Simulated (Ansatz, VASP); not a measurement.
# SnSe2 in VASP and in Ansatz

```xyz
3
Lattice="3.5061 0.0000 0.0000 -1.7531 3.0364 0.0000 0.0000 0.0000 6.6280" Properties=species:S:1:pos:R:3 pbc="T T T"
Sn    0.0000    0.0000    0.0000
Se    0.0000    2.0243    1.6570
Se    1.7531    1.0121    4.9710
```

Change from the starting cell: strain -0.080 along x and y, +0.080 along z, atoms carried along.

Alike in both runs: task single point; functional PBEsol; dispersion D3(BJ); k mesh 12 × 12 × 6; occupations gaussian, width 0.05 eV; no spin polarisation.

```csv
,VASP,Ansatz
version,VASP 6.6.1,Ansatz 0.2.0
potentials or method,"VASP PAW PBE potentials, release 64 (Sn_d, Se), cutoff 520 eV","scalar-relativistic, plane waves, PAW"
valence electrons in the cell,26,46
```

Ansatz gave:

| Item | Value |
| --- | --- |
| gap on the k mesh at the Fermi level (eV) | none |
| pressure (GPa) | 8.5 |
| traceless stress, the component that is largest in VASP (GPa) | -8.08 |
| rms of the force components (eV/Å) | 0.204 |

Question: What did VASP give for the same quantities?

Answer: gap on the k mesh at the Fermi level (eV): none; pressure (GPa): 8.7; traceless stress, the component that is largest in VASP (GPa): -8.04; rms of the force components (eV/Å): 0.220.

VASP's potentials were made for PBE, not for PBEsol. Atom by atom the forces differ by 0.016 eV/Å (rms over components). A gap of «none» marks a metal or a gap that the smearing closes. VASP's potentials hold 26 valence electrons a cell and Ansatz's 46, so a difference there can come from the potentials and not from the codes.
